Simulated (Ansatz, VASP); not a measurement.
**Two plane-wave programs on WC**

POSCAR

```
WC
1.0
    2.8869927008      0.0000000000      0.0000000000
   -1.4434963504      2.5002090195      0.0000000000
    0.0000000000      0.0000000000      2.8175618425
W C
1 1
Direct
    0.0000000000      0.0000000000      0.0000000000
    0.6666666667      0.3333333333      0.5000000000
```

Contents of INCAR.step1:

```
PREC = Accurate
ENCUT = 520
ISMEAR = -1
SIGMA = 0.05
LREAL = False
LASPH = True
NELM = 60
NBANDS = 16
GGA = PE
ALGO = Normal
EDIFF = 1E-4
LWAVE = True
LCHARG = False
```

The input INCAR.step2:

```
PREC = Accurate
ENCUT = 520
EDIFF = 1E-7
ISMEAR = -1
SIGMA = 0.05
LREAL = False
LASPH = True
NELM = 60
ALGO = Normal
ISIF = 2
LWAVE = False
LCHARG = False
METAGGA = R2SCAN
LMIXTAU = True
LUSE_VDW = True
IVDW_NL = 2
BPARAM = 11.95
CPARAM = 0.0093
NBANDS = 16
ISTART = 1
```

KPOINTS

```
Automatic mesh
0
Gamma
  10 10 9
```

input.yaml

```yaml
crystal:
  lattice:
    - [2.8869927008, 0.0, 0.0]
    - [-1.4434963504, 2.5002090195, 0.0]
    - [0.0, 0.0, 2.8175618425]
  atoms:
    - { symbol: W, position: [0.0, 0.0, 0.0] }
    - { symbol: C, position: [0.6666666667, 0.3333333333, 0.5] }
hamiltonian:
  xc: r2scan
  pseudopotentials: { kind: paw }
  dispersion: rvv10
kpoints:
  mp_grid: { grid: [10, 10, 9] }
scf:
  occupations: { method: fermi_dirac, width: 0.05 }
output:
  forces: true
  stress: true
  eigenvalues: true
```

Alike in both runs: task single point; functional r2SCAN; dispersion rVV10; k mesh 10 × 10 × 9; occupations fermi-dirac, width 0.05 eV; no spin polarisation.

|  | VASP | Ansatz |
| --- | --- | --- |
| version | VASP 6.6.1 | Ansatz 0.2.0 |
| potentials or method | VASP PAW PBE potentials, release 64 (W_sv, C) | Ansatz PAW |
| plane-wave cutoff (eV) | 520 | 500 |
| valence electrons in the cell | 18 | 18 |

Ansatz gave:

* gap on the k mesh at the Fermi level (eV): none
* pressure (GPa): 8.0
* traceless stress, the component that is largest in VASP (GPa): -0.30

Which values does VASP return?

gap on the k mesh at the Fermi level (eV): none; pressure (GPa): 10.7; traceless stress, the component that is largest in VASP (GPa): -0.07.

VASP's potentials were made for PBE, not for r2SCAN. A gap of «none» marks a metal or a gap that the smearing closes.

Spin-orbit coupling is off throughout.
